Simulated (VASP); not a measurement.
Write the native input for VASP 6.6.1 that does the following.

```
Task                   : relaxation of cell and atoms
Functional             : BLYP
Dispersion             : D3(BJ)
Potentials or basis    : VASP PAW PBE potentials, release 64 (Sb_d_GW)
Cutoff                 : 500 eV
k mesh                 : 8 × 8 × 8
Occupations            : fermi-dirac, width 0.05 eV
Spin                   : no spin polarisation
Dipole correction      : no
Further INCAR settings : ALGO = Normal; EDIFF = 1e-07; IBRION = 2; EDIFFG = -0.01; NSW = 60; ISIF = 3
```

The structure of Sb lies in POSCAR:

```
Sb
1.0
    3.1600000000      0.0000000000      0.0000000000
    0.0000000000      3.1600000000      0.0000000000
    0.0000000000      0.0000000000      3.1600000000
Sb
1
Direct
    0.0000000000      0.0000000000      0.0000000000
```

This isn't the form of Sb at room conditions, which is rhombohedral.

These files were run (other wordings do the same):

INCAR

```
SYSTEM = Sb
PREC = Accurate
ENCUT = 500
EDIFF = 1E-7
ISMEAR = -1
SIGMA = 0.05
LREAL = .False.
LASPH = .True.
NELM = 120
ALGO = Normal
ISIF = 3
LWAVE = .False.
LCHARG = .False.
GGA = B5
ALDAX = 1.0
AGGAX = 1.0
AGGAC = 1.0
ALDAC = 0.0
IVDW = 12
VDW_S6 = 1.0
VDW_S8 = 2.6996
VDW_A1 = 0.4298
VDW_A2 = 4.2359
IBRION = 2
NSW = 60
EDIFFG = -0.01
GGA_COMPAT = .False.
NELMIN = 4
```

KPOINTS

```
Automatic mesh
0
Gamma
  8 8 8
  0 0 0
```

Potentials or basis: VASP PAW PBE potentials, release 64 (Sb_d_GW).

Command:

```sh
$ cat potpaw_PBE.64/Sb_d_GW/POTCAR > POTCAR
$ mpirun -np 1 vasp_std > vasp.out
```

It gave:

- Relaxed volume: 29.18 Å³/atom
- Relaxed cell: a = 3.079 Å, b = 3.079 Å, c = 3.079 Å, α = 90.00°, β = 90.00°, γ = 90.00°
- Space group after relaxing (to 0.1 Å): Pm-3m (No. 221)
- Energy gained by relaxing: 32.3 meV/atom
- Ionic steps: 3
- Pressure after relaxing: 0.0 GPa
- Band gap on the k mesh: zero (an odd number of electrons rules out a gap without spin polarisation)
- Dispersion energy per atom: -1.152 eV

Caveat: the dispersion term is far too large for a dense solid, which distorts pressure and volume; the PAW data sets were made with another functional, which shifts forces and pressure a little; spin-orbit coupling is left out, which moves the levels of the heavy elements.

Wall time 39 s on 1 thread of AMD EPYC 7R13 Processor (Zen 3) (shared host), peak memory 0.14 GiB.
